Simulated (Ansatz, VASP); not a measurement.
**One calculation of CoO, two programs**

```
Co O
1.0
     3.05049    0.00000    0.00000
    -1.52525    2.64180    0.00000
     0.00000    0.00000    5.25354
Co O
2 2
Direct
  0.00000 0.00000 0.00950
  0.33333 0.66667 0.50950
  0.00000 0.00000 0.36551
  0.33333 0.66667 0.86549
```

Alike in both runs: task single point; functional PBEsol; k mesh 18 × 18 × 10; occupations gaussian, width 0.15 eV; collinear spin.

|  | VASP | Ansatz |
| --- | --- | --- |
| version | VASP 6.6.1 | Ansatz 0.2.0 |
| potentials or method | VASP PAW PBE potentials, release 64 (Co, O), cutoff 520 eV | scalar-relativistic, plane waves, PAW |
| valence electrons in the cell | 30 | 46 |

Ansatz gave:

```
gap on the k mesh at the Fermi level (eV)                     : none
pressure (GPa)                                                : -0.1
traceless stress, the component that is largest in VASP (GPa) : 0.15
rms of the force components (eV/Å)                            : 0.006
net moment per atom (μB)                                      : 0.00
size of the moment on the site where the two differ most (μB) : 1.88
```

Task: Estimate VASP's values.

Result: gap on the k mesh at the Fermi level (eV): none; pressure (GPa): -0.3; traceless stress, the component that is largest in VASP (GPa): 0.07; rms of the force components (eV/Å): 0.018; net moment per atom (μB): 0.00; size of the moment on the site where the two differ most (μB): 2.02.

VASP's potentials were made for PBE, not for PBEsol. Site moments also hang on the region over which each program counts them. Atom by atom the forces differ by 0.012 eV/Å (rms over components). A gap of «none» marks a metal or a gap that the smearing closes. VASP's potentials hold 30 valence electrons a cell and Ansatz's 46, so a difference there can come from the potentials and not from the codes.
